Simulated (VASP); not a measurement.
# Br (Cmce) in VASP: electric field gradients with PBE

Aim: the electric field gradients of Br with PBE.

Everything below comes from runs of VASP 6.6.1. Logs are shortened: lines on timing, memory, paths and dates and some standing lists are left out, and cuts for length are marked.

## 1. The cell of the first run

Symmetry: Cmce, No. 64, orthorhombic system. The conventional cell has a = 6.670 Å, b = 4.480 Å, c = 8.720 Å, α = 90.00°, β = 90.00°, γ = 90.00°. Br (site symmetry m) has 3 Br at 2.37 to 3.22 Å within 3.3 Å.

## 2. Electric field gradients, PBE

INCAR

```
SYSTEM = Br
PREC     = Accurate       ! precision mode
ENCUT    = 400            ! plane-wave cutoff, eV
EDIFF    = 1E-8           ! SCF threshold, eV
ISMEAR   = 0              ! smearing method
SIGMA    = 0.01           ! smearing width, eV
LREAL    = .False.        ! projectors in reciprocal space
LASPH    = .True.         ! aspherical terms in the spheres
NELM     = 120            ! most SCF steps
ALGO     = Normal         ! electronic algorithm
ISIF     = 2              ! what is computed and relaxed
LWAVE    = .False.        ! write WAVECAR
LCHARG   = .False.        ! write CHGCAR
GGA      = PE             ! functional
LEFG     = .True.       
NBANDS   = 70             ! bands
GGA_COMPAT= .False.
```

KPOINTS

```
Automatic mesh
0
Gamma
  4 4 3
  0 0 0
```

POSCAR

```
Br
1.0
    6.6700000000     -4.4800000000      0.0000000000
    6.6700000000      4.4800000000      0.0000000000
    0.0000000000      0.0000000000      8.7200000000
Br
16
Direct
    0.0669071479      0.4330928521      0.1172022531
    0.0669071479      0.9330928521      0.1172022531
    0.5669071479      0.4330928521      0.1172022531
    0.5669071479      0.9330928521      0.1172022531
    0.3169071479      0.1830928521      0.3827977469
    0.3169071479      0.6830928521      0.3827977469
    0.8169071479      0.1830928521      0.3827977469
    0.8169071479      0.6830928521      0.3827977469
    0.4330928521      0.0669071479      0.8827977469
    0.4330928521      0.5669071479      0.8827977469
    0.9330928521      0.0669071479      0.8827977469
    0.9330928521      0.5669071479      0.8827977469
    0.1830928521      0.3169071479      0.6172022531
    0.1830928521      0.8169071479      0.6172022531
    0.6830928521      0.3169071479      0.6172022531
    0.6830928521      0.8169071479      0.6172022531
```

Potentials or basis: VASP PAW PBE potentials, release 64 (Br).

The run is started by

```bash
cat potpaw_PBE.64/Br/POTCAR > POTCAR
mpirun -np 1 vasp_std > vasp.out
```

OUTCAR:

```text
SYSTEM = Br
   PREC = Accurate
   ENCUT = 400
   EDIFF = 1E-8
   ISMEAR = 0
   LREAL = .False.
   LASPH = .True.
   NELM = 120
   ISIF = 2
   GGA = PE

 ion  position               nearest neighbor table
   1  0.067  0.433  0.117-  12 2.37
   2  0.067  0.933  0.117-  11 2.37
   3  0.567  0.433  0.117-  10 2.37
   4  0.567  0.933  0.117-   9 2.37
   5  0.317  0.183  0.383-  13 2.37
   6  0.317  0.683  0.383-  14 2.37
[... 8 lines left out ...]
  15  0.683  0.317  0.617-   7 2.37
  16  0.683  0.817  0.617-   8 2.37
[... 8 lines left out ...]
 A1 = (  -6.6700000000,  -4.4800000000,   0.0000000000)
 A2 = (   6.6700000000,  -4.4800000000,   0.0000000000)
 A3 = (   0.0000000000,   0.0000000000,   8.7200000000)

Analysis of symmetry for initial positions (statically):
=====================================================================
 Subroutine PRICEL returns following result:

  LATTYP: Found a base centered orthorhombic cell.
 ALAT       =     4.4800000000
 B/A-ratio  =     1.4888392857
 C/A-ratio  =     1.9464285714

  Lattice vectors:

 A1 = (  -3.3350000000,  -2.2400000000,   0.0000000000)
 A2 = (   3.3350000000,  -2.2400000000,   0.0000000000)
 A3 = (   0.0000000000,   0.0000000000,   8.7200000000)

   4 primitive cells build up your supercell.

 Routine SETGRP: Setting up the symmetry group for a
 base centered orthorhombic supercell.

 Subroutine GETGRP returns: Found  8 space group operations
 (whereof  4 operations were pure point group operations)
 out of a pool of  8 trial point group operations.

The static configuration has the point symmetry C_2h.
 The point group associated with its full space group is D_2h.

Analysis of symmetry for dynamics (positions and initial velocities):
=====================================================================
 Subroutine PRICEL returns following result:

  LATTYP: Found a base centered orthorhombic cell.
 ALAT       =     4.4800000000
 B/A-ratio  =     1.4888392857
 C/A-ratio  =     1.9464285714

  Lattice vectors:

 A1 = (  -3.3350000000,  -2.2400000000,   0.0000000000)
[... 1154 lines left out ...]
     68       8.0505      0.00000
 [bands above 68 left out]

------------------------ aborting loop because EDIFF is reached ----------------------------------------

  FORCE on cell =-STRESS in cart. coord.  units (eV):
  Direction    XX          YY          ZZ          XY          YZ          ZX
  --------------------------------------------------------------------------------------
  -------------------------------------------------------------------------------------
  Total        5.2870666     -0.1332793     -0.2708269      0.0000000     -0.0000000      0.0000000
  in kB       16.2545532     -0.4097539     -0.8326301      0.0000000     -0.0000000      0.0000000
  external PRESSURE =       5.0040564 kB  Pullay stress =       0.0000000 kB

 VOLUME and BASIS-vectors are now :
 -----------------------------------------------------------------------------
  energy-cutoff  :      400.00
  volume of cell :      521.14
      direct lattice vectors                 reciprocal lattice vectors
     6.670000000 -4.480000000  0.000000000     0.074962519 -0.111607143  0.000000000
     6.670000000  4.480000000  0.000000000     0.074962519  0.111607143  0.000000000
     0.000000000  0.000000000  8.720000000     0.000000000  0.000000000  0.114678899

 POSITION                                       TOTAL-FORCE (eV/Angst)
 -----------------------------------------------------------------------------------
      3.33500      1.64051      1.02200         0.000000     -0.020921      0.022637
      6.67000      3.88051      1.02200         0.000000     -0.020921      0.022637
      6.67000     -0.59949      1.02200         0.000000     -0.020921      0.022637
     10.00500      1.64051      1.02200         0.000000     -0.020921      0.022637
      3.33500     -0.59949      3.33800         0.000000     -0.020921     -0.022637
      6.67000      1.64051      3.33800         0.000000     -0.020921     -0.022637
[... 8 lines left out ...]
      6.67000     -1.64051      5.38200         0.000000      0.020921      0.022637
     10.00500      0.59949      5.38200         0.000000      0.020921      0.022637
 -----------------------------------------------------------------------------------
    total drift:                                0.000000     -0.000000     -0.000000

  FREE ENERGIE OF THE ION-ELECTRON SYSTEM (eV)
  ---------------------------------------------------
  free  energy   TOTEN  =       -25.7572177794 eV

  energy  without entropy=      -25.7572177794  energy(sigma->0) =      -25.75721778

 Electric field gradients (V/A^2)
---------------------------------------------------------------------
 ion       V_xx      V_yy      V_zz      V_xy      V_xz      V_yz
---------------------------------------------------------------------
   1    -563.979   -39.978   603.957    -0.000    -0.000  -562.954
   2    -563.979   -39.978   603.957    -0.000     0.000  -562.954
   3    -563.979   -39.978   603.957    -0.000    -0.000  -562.954
   4    -563.979   -39.978   603.957    -0.000    -0.000  -562.954
   5    -563.979   -39.978   603.957    -0.000     0.000   562.954
   6    -563.979   -39.978   603.957    -0.000     0.000   562.954
[... 8 lines left out ...]
  15    -563.979   -39.978   603.957    -0.000     0.000   562.954
  16    -563.979   -39.978   603.957    -0.000     0.000   562.954
---------------------------------------------------------------------

 Electric field gradients after diagonalization (V/A^2)
 (convention: |V_zz| > |V_xx| > |V_yy|)
----------------------------------------------------------------------
 ion       V_xx      V_yy      V_zz     asymmetry (V_yy - V_xx)/ V_zz
----------------------------------------------------------------------
   1    -563.979  -366.532   930.511       0.212
   2    -563.979  -366.532   930.511       0.212
   3    -563.979  -366.532   930.511       0.212
   4    -563.979  -366.532   930.511       0.212
   5    -563.979  -366.532   930.511       0.212
   6    -563.979  -366.532   930.511       0.212
[... 8 lines left out ...]
  15    -563.979  -366.532   930.511       0.212
  16    -563.979  -366.532   930.511       0.212
----------------------------------------------------------------------

           NMR quadrupolar parameters

 Cq : quadrupolar parameter    Cq=e*Q*V_zz/h
 eta: asymmetry parameters     (V_yy - V_xx)/ V_zz
 Q  : nuclear electric quadrupole moment in mb (millibarn)
----------------------------------------------------------------------
 ion       Cq(MHz)       eta       Q (mb)
----------------------------------------------------------------------
   1       2.250       0.212       1.000
   2       2.250       0.212       1.000
   3       2.250       0.212       1.000
   4       2.250       0.212       1.000
   5       2.250       0.212       1.000
   6       2.250       0.212       1.000
[... 8 lines left out ...]
  15       2.250       0.212       1.000
  16       2.250       0.212       1.000
----------------------------------------------------------------------
```

It took 17 min on 1 thread of AMD EPYC 7R13, shared host; peak memory 0.51 GiB.

Results:

| Quantity | Value |
| --- | --- |
| Free energy | -25.7572 eV |
| Pressure | 0.5 GPa |
| Largest force | 0.031 eV/Å |
| Band gap on the k mesh | 1.52 eV |
| Largest electric field gradient by atom | Br +930.5 V/Å² |

Forces in eV/Å, atoms in the order of the input:
```
Br   0.000 -0.021  0.023
Br   0.000 -0.021  0.023
Br   0.000 -0.021  0.023
Br   0.000 -0.021  0.023
Br   0.000 -0.021 -0.023
Br   0.000 -0.021 -0.023
Br   0.000 -0.021 -0.023
Br   0.000 -0.021 -0.023
Br   0.000  0.021 -0.023
Br   0.000  0.021 -0.023
Br   0.000  0.021 -0.023
Br   0.000  0.021 -0.023
Br   0.000  0.021  0.023
Br   0.000  0.021  0.023
Br   0.000  0.021  0.023
Br   0.000  0.021  0.023
```

Electric field gradients, principal values (V/Å²):
```csv
atom,least,middle,greatest (by size)
1 Br,-366.532,-563.979,930.511
2 Br,-366.532,-563.979,930.511
3 Br,-366.532,-563.979,930.511
4 Br,-366.532,-563.979,930.511
5 Br,-366.532,-563.979,930.511
6 Br,-366.532,-563.979,930.511
7 Br,-366.532,-563.979,930.511
8 Br,-366.532,-563.979,930.511
9 Br,-366.532,-563.979,930.511
10 Br,-366.532,-563.979,930.511
11 Br,-366.532,-563.979,930.511
12 Br,-366.532,-563.979,930.511
13 Br,-366.532,-563.979,930.511
14 Br,-366.532,-563.979,930.511
15 Br,-366.532,-563.979,930.511
16 Br,-366.532,-563.979,930.511
```

Caveat: this functional lacks dispersion, which holds the molecules together, so the pressure and a relaxed volume are unreliable; without QUAD_EFG the Cq values of the log hold for a quadrupole moment of 1 mb, not for the nuclei.
